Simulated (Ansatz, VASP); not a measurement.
**One calculation of Rh, two programs**

INCAR

```
SYSTEM = Rh
PREC = Accurate
ENCUT = 520
EDIFF = 1E-6
ISMEAR = 0
SIGMA = 0.15
LREAL = .FALSE.
LASPH = .TRUE.
NELM = 80
ALGO = Fast
ISIF = 2
LWAVE = .FALSE.
LCHARG = .FALSE.
GGA = PS
NBANDS = 38
```

KPOINTS

```
Automatic mesh
0
G
  18 18 6
  0 0 0
```

The input POSCAR:

```
Rh
1.0
    2.7023000000      0.0000000000      0.0000000000
   -1.3511500000      2.3402604486      0.0000000000
    0.0000000000      0.0000000000      8.7275109659
Rh
4
Direct
    0.0000000000      0.0000000000      0.0000000000
    0.3333333333      0.6666666667      0.2500000000
    0.0000000000      0.0000000000      0.5000000000
    0.6666666667      0.3333333333      0.7500000000
```

Input for Ansatz:

```yaml
crystal:
  lattice:
    - [2.7023, 0.0, 0.0]
    - [-1.35115, 2.3402604486, 0.0]
    - [0.0, 0.0, 8.7275109659]
  atoms:
    - { symbol: Rh, position: [0.0, 0.0, 0.0] }
    - { symbol: Rh, position: [0.3333333333, 0.6666666667, 0.25] }
    - { symbol: Rh, position: [0.0, 0.0, 0.5] }
    - { symbol: Rh, position: [0.6666666667, 0.3333333333, 0.75] }
basis:
  ecutwfc: 420
kpoints:
  mp_grid: { grid: [18, 18, 6] }
hamiltonian:
  xc: pbesol
  pseudopotentials: { kind: paw, azcp: { folder: soft_1 } }
scf:
  occupations: { method: gaussian, width: 0.15 }
output:
  forces: true
  stress: true
  eigenvalues: true
```

Alike in both runs: task single point; functional PBEsol; k mesh 18 × 18 × 6; occupations gaussian, width 0.15 eV; no spin polarisation.

|  | VASP | Ansatz |
| --- | --- | --- |
| version | VASP 6.6.1 | Ansatz 0.2.0 |
| potentials or method | VASP PAW PBE potentials, release 64 (Rh_pv), cutoff 520 eV | scalar-relativistic, plane waves, PAW |
| valence electrons in the cell | 60 | 68 |

|  | VASP | Ansatz | Ansatz less VASP |
| --- | --- | --- | --- |
| gap on the k mesh at the Fermi level (eV) | none | none | - |
| pressure (GPa) | -5.5 | -5.4 | +0.06 |
| traceless stress, the component that is largest in VASP (GPa) | 2.15 | 2.17 | +0.015 |

VASP's potentials were made for PBE, not for PBEsol, and Ansatz warns of the same on its side. A gap of «none» marks a metal or a gap that the smearing closes. With one functional, cell and mesh, what is left measures potentials, basis and numerics. VASP's potentials hold 60 valence electrons a cell and Ansatz's 68, so a difference there can come from the potentials and not from the codes.
